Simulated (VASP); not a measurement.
A run of VASP 6.6.1:

INCAR

```
SYSTEM = GeSb4Te4
ALGO     = Normal         ! electronic algorithm
EDIFF    = 1E-6           ! SCF threshold, eV
ENCUT    = 520            ! plane-wave cutoff, eV
GGA      = PS             ! functional
ISIF     = 2              ! what is computed and relaxed
ISMEAR   = 0              ! smearing method
LASPH    = .True.         ! aspherical terms in the spheres
LCHARG   = .False.        ! write CHGCAR
LREAL    = .False.        ! projectors in reciprocal space
LWAVE    = .False.        ! write WAVECAR
NBANDS   = 39             ! bands
NELM     = 80             ! most SCF steps
PREC     = Accurate       ! precision mode
SIGMA    = 0.1            ! smearing width, eV
```

File KPOINTS:

```
k-points
0
Gamma
  12 12 2
  0 0 0
```

POSCAR

```
GeSb4Te4
1.0
    4.2282864123      0.0000000000      0.0000000000
   -2.1141432061      3.6618034475      0.0000000000
    0.0000000000      0.0000000000     16.7968970728
Ge Sb Te
1 4 4
Direct
    0.0000000000      0.0000000000      0.0000000000
    0.3333333333      0.6666666667      0.5466162127
    0.6666666667      0.3333333333      0.4533837873
    0.6666666667      0.3333333333      0.7864338563
    0.3333333333      0.6666666667      0.2135661437
    0.3333333333      0.6666666667      0.9029685841
    0.6666666667      0.3333333333      0.0970314159
    0.0000000000      0.0000000000      0.6841196715
    0.0000000000      0.0000000000      0.3158803285
```

Potentials or basis: VASP PAW PBE potentials, release 64 (Ge_d, Sb, Te).

Command:

```sh
$ cat potpaw_PBE.64/Ge_d/POTCAR potpaw_PBE.64/Sb/POTCAR potpaw_PBE.64/Te/POTCAR > POTCAR
$ mpirun -np 1 vasp_std > vasp.out
```

Hardware: 1 thread of Intel Xeon 6975P-C, with other jobs on the host.

Task: Estimate the wall time of this run.

Result: Run time: 7.3 min on 1 thread of Intel Xeon 6975P-C (shared host), peak memory 0.58 GiB. Counts: scf iterations 14, k points 38.
